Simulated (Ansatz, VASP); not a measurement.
This is a calculation of BaTiO3 for VASP 6.6.1.

The input INCAR:

```
  ALGO = Normal
  EDIFF = 1E-6
  ENCUT = 600
  GGA = PE
  GGA_COMPAT = F
  ISIF = 2
  ISMEAR = -1
  LASPH = T
  LCHARG = T
  LELF = T
  LREAL = F
  LVHAR = T
  LWAVE = F
  NBANDS = 28
  NELM = 120
  PREC = Accurate
  SIGMA = 0.05
```

The input KPOINTS:

```
k-points
0
Gamma
  7 7 7
```

Contents of POSCAR:

```
BaTiO3
1.0
    3.9041404363      0.0000000000      0.0000000000
    0.0000000000      2.7789878318      2.7870694172
    0.0000000000     -2.7789878318      2.7870694172
Ba Ti O
1 1 3
Direct
    0.0000000000      0.0000000000      0.0000000000
    0.5000000000      0.5124000000      0.5124000000
    0.5000000000      0.9918400000      0.5052400000
    0.5000000000      0.5052400000      0.9918400000
    0.0000000000      0.4874000000      0.4874000000
```

Potentials or basis: VASP PAW PBE potentials, release 64 (Ba_sv, Ti_sv, O).

Run with:

```sh
$ cat potpaw_PBE.64/Ba_sv/POTCAR potpaw_PBE.64/Ti_sv/POTCAR potpaw_PBE.64/O/POTCAR > POTCAR
$ mpirun -np 1 vasp_std > vasp.out
```

Translate it to Ansatz 0.2.0. Potentials there: Ansatz PAW soft_1.

As run (the cutoff follows the program's own potentials):

File input.yaml:

```yaml
crystal:
  lattice:
    - [3.9041404363, 0.0, 0.0]
    - [0.0, 2.7789878318, 2.7870694172]
    - [0.0, -2.7789878318, 2.7870694172]
  atoms:
    - { symbol: Ba, position: [0.0, 0.0, 0.0] }
    - { symbol: Ti, position: [0.5, 0.5124, 0.5124] }
    - { symbol: O, position: [0.5, 0.99184, 0.50524] }
    - { symbol: O, position: [0.5, 0.50524, 0.99184] }
    - { symbol: O, position: [0.0, 0.4874, 0.4874] }
hamiltonian:
  xc: pbe
  pseudopotentials: { kind: paw, azcp: { folder: soft_1 } }
kpoints:
  mp_grid: { grid: [7, 7, 7] }
scf:
  occupations: { method: fermi_dirac, width: 0.05 }
output:
  forces: true
  stress: true
  eigenvalues: true
```

Potentials or basis: Ansatz PAW soft_1.

Launch:

```bash
$ ansatz run input.yaml --threads 1 --pin off --max-ram 3584MiB --backend cpu --events-out ev --progress --plain --runs-dir out
```

Both were run:

|  | VASP | Ansatz | Ansatz less VASP |
| --- | --- | --- | --- |
| gap on the k mesh at the Fermi level (eV) | 2.05 | 2.13 | +0.078 |
| least direct gap on the mesh (eV) | 2.12 | 2.15 | +0.024 |
| pressure (GPa) | 16.6 | 14.5 | -2.05 |
| traceless stress, the component that is largest in VASP (GPa) | -0.45 | -0.45 | 0.000 |
| rms of the force components (eV/Å) | 0.129 | 0.118 | -0.0109 |

Atom by atom the forces differ by 0.015 eV/Å (rms over components).

Neither program's run includes spin-orbit coupling. Noted on Ansatz's run: odd divisions of the mesh miss points on the zone boundary, where band edges often lie, so the gap on the mesh can be too wide.
